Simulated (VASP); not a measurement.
Runs of VASP 6.6.1 on InP. The structure is that of space group F-43m (No. 216), or close to it. The cells are those of the table. 

```tsv
task	cell	cutoff (eV)	gap on the mesh (eV)	pressure (GPa)
single point	a = 3.945 Å, angles 60.0°, 2 atoms	520	1.34	14.9
relaxation of cell and atoms	relaxed to 15 GPa from a = 4.157 Å, angles 60.0°, 2 atoms	600	1.34	15.0
relaxation of cell and atoms	relaxed to 10 GPa from a = 4.157 Å, angles 60.0°, 2 atoms	600	1.17	10.0
relaxation of cell and atoms	relaxed to 7 GPa from a = 4.157 Å, angles 60.0°, 2 atoms	600	(a)	7.0
relaxation of cell and atoms	relaxed to 2 GPa from a = 4.157 Å, angles 60.0°, 2 atoms	600	0.71	2.0
```

Alike in all rows: level PBEsol; potentials or basis VASP PAW PBE potentials, release 64 (In_d, P); no spin polarisation; k mesh 6 × 6 × 6; smearing gaussian 0.01 eV.

Problem. Estimate the missing entries.

Solution. (a) 1.02.

Caveats: the PAW data sets were made with another functional, which shifts forces and pressure a little; spin-orbit coupling is left out, which moves the levels of the heavy elements; the cell is relaxed towards a set pressure, so the enthalpy falls and the energy may rise (some runs).

A k mesh can miss the band edges, and the runs leave out spin-orbit coupling on In.
